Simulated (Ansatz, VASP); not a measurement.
Two plane-wave programs on Sr4Ta2O

```
CELL_PARAMETERS angstrom
3.66927 0.00000 0.00000
0.00000 3.66927 0.00000
0.00000 0.00000 16.76919
ATOMIC_POSITIONS crystal
Sr 0.50000 0.50000 0.97145
Sr 0.00000 0.00000 0.20931
Sr 0.00000 0.00000 0.62400
Sr 0.50000 0.50000 0.41163
Ta 0.00000 0.00000 0.82778
Ta 0.50000 0.50000 0.76448
O 0.00000 0.00000 0.94635
```

Alike in both runs: task single point; functional PBE; k mesh 6 × 6 × 2; occupations gaussian, width 0.2 eV; no spin polarisation.

|  | VASP | Ansatz |
| --- | --- | --- |
| version | VASP 6.6.1 | Ansatz 0.2.0 |
| potentials or method | VASP PAW PBE potentials, release 64 (Sr_sv, Ta_pv, O), cutoff 520 eV | scalar-relativistic, plane waves, PAW |
| valence electrons in the cell | 68 | 72 |

|  | VASP | Ansatz | Ansatz less VASP |
| --- | --- | --- | --- |
| gap on the k mesh at the Fermi level (eV) | none | none | - |
| pressure (GPa) | 0.1 | 0.0 | -0.10 |
| traceless stress, the component that is largest in VASP (GPa) | -0.02 | -0.07 | -0.041 |
| rms of the force components (eV/Å) | 0.029 | 0.008 | -0.0211 |

Atom by atom the forces differ by 0.023 eV/Å (rms over components). A gap of «none» marks a metal or a gap that the smearing closes. With one functional, cell and mesh, what is left measures potentials, basis and numerics. VASP's potentials hold 68 valence electrons a cell and Ansatz's 72, so a difference there can come from the potentials and not from the codes.

Neither program's run includes spin-orbit coupling.
